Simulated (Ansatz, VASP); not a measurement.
Cs: VASP beside Ansatz

File INCAR:

```
SYSTEM = Cs
PREC     = Accurate       ! precision mode
ENCUT    = 520            ! plane-wave cutoff, eV
EDIFF    = 1E-6           ! SCF threshold, eV
ISMEAR   = -1             ! smearing method
SIGMA    = 0.05           ! smearing width, eV
LREAL    = .FALSE.        ! projectors in reciprocal space
LASPH    = .TRUE.         ! aspherical terms in the spheres
NELM     = 60             ! most SCF steps
ALGO     = Normal         ! electronic algorithm
ISIF     = 2              ! what is computed and relaxed
LWAVE    = .FALSE.        ! write WAVECAR
LCHARG   = .TRUE.         ! write CHGCAR
GGA      = PE             ! functional
LELF     = .TRUE.         ! ELF
LVHAR    = .TRUE.       
NBANDS   = 16             ! bands
```

The input KPOINTS:

```
regular mesh
0
G
  8 8 5
  0 0 0
```

The input POSCAR:

```
Cs
1.0
    4.5042089600      0.0000000000      0.0000000000
   -2.2521044800      3.9007593833      0.0000000000
    0.0000000000      0.0000000000      7.2968185152
Cs
2
Direct
    0.3333333333      0.6666666667      0.2500000000
    0.6666666667      0.3333333333      0.7500000000
```

Input for Ansatz:

```yaml
crystal:
  lattice:
    - [4.50420896, 0.0, 0.0]
    - [-2.25210448, 3.9007593833, 0.0]
    - [0.0, 0.0, 7.2968185152]
  atoms:
    - { symbol: Cs, position: [0.3333333333, 0.6666666667, 0.25] }
    - { symbol: Cs, position: [0.6666666667, 0.3333333333, 0.75] }
kpoints:
  mp_grid: { grid: [8, 8, 5] }
scf:
  occupations: { method: fermi_dirac, width: 0.05 }
hamiltonian:
  xc: pbe
  pseudopotentials: { kind: all_electron, lapw: { basis_error: 0.001 } }
output:
  forces: true
  stress: true
  eigenvalues: true
  populations: true
```

Change from the starting cell: volume scaled by 0.55, LAPW.

Alike in both runs: task single point; functional PBE; k mesh 8 × 8 × 5; occupations fermi-dirac, width 0.05 eV; no spin polarisation.

|  | VASP | Ansatz |
| --- | --- | --- |
| version | VASP 6.6.1 | Ansatz 0.2.0 |
| potentials or method | VASP PAW PBE potentials, release 64 (Cs_sv), cutoff 520 eV | all-electron LAPW, scalar-relativistic |

```csv
,VASP,Ansatz,Ansatz less VASP
pressure (GPa),2.8,2.8,+0.01
"traceless stress, the component that is largest in VASP (GPa)",0.13,0.13,0.000
```

Ansatz ran all-electron here, and VASP with PAW potentials.

Neither program's run includes spin-orbit coupling.
